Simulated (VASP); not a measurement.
A run of VASP 6.6.1 is set up as follows.

Contents of INCAR:

```
SYSTEM = RbMgNbO3
PREC     = Accurate       ! precision mode
ENCUT    = 520            ! plane-wave cutoff, eV
EDIFF    = 1E-6           ! SCF threshold, eV
ISMEAR   = 1              ! smearing method
SIGMA    = 0.05           ! smearing width, eV
LREAL    = .FALSE.        ! projectors in reciprocal space
LASPH    = .TRUE.         ! aspherical terms in the spheres
NELM     = 100            ! most SCF steps
ALGO     = Normal         ! electronic algorithm
ISIF     = 2              ! what is computed and relaxed
LWAVE    = .FALSE.        ! write WAVECAR
LCHARG   = .TRUE.         ! write CHGCAR
GGA      = PS             ! functional
LELF     = .TRUE.         ! ELF
LVHAR    = .TRUE.       
NBANDS   = 30             ! bands
```

The input KPOINTS:

```
Automatic mesh
0
G
  5 5 5
  0 0 0
```

The input POSCAR:

```
RbMgNbO3
1.0
    4.1075982116     -3.2211924148      0.0000000000
    4.1075982116      3.2211924148      0.0000000000
   -1.5785830165      0.0000000000      4.9759404912
Nb Rb Mg O
1 1 1 3
Direct
    0.0926169700      0.0926169700      0.9048465200
    0.4954889400      0.4954889400      0.4999296000
    0.8301258600      0.8301258600      0.1669181900
    0.4389676600      0.9377299000      0.0602667600
    0.9377299000      0.4389676600      0.0602667600
    0.9384036800      0.9384036800      0.5577721600
```

Potentials or basis: VASP PAW PBE potentials, release 64 (Nb_sv, Rb_sv, Mg, O).

Command:

```console
$ cat potpaw_PBE.64/Nb_sv/POTCAR potpaw_PBE.64/Rb_sv/POTCAR potpaw_PBE.64/Mg/POTCAR potpaw_PBE.64/O/POTCAR > POTCAR
$ mpirun -np 1 vasp_std > vasp.out
```

Q: Estimate the largest force.

A: 0.881 eV/Å.

Q: Estimate the band gap on the k mesh.

A: 1.90 eV, indirect (least direct gap 1.94 eV).

Q: Predict the pressure.

A: -2.8 GPa.

Stress tensor (GPa, compression positive):
```
-0.27  0.00 -2.23
 0.00 -4.68  0.00
-2.23  0.00 -3.58
```

Caveat: the PAW data sets were made with another functional, which shifts forces and pressure a little. A k mesh can miss the band edges.
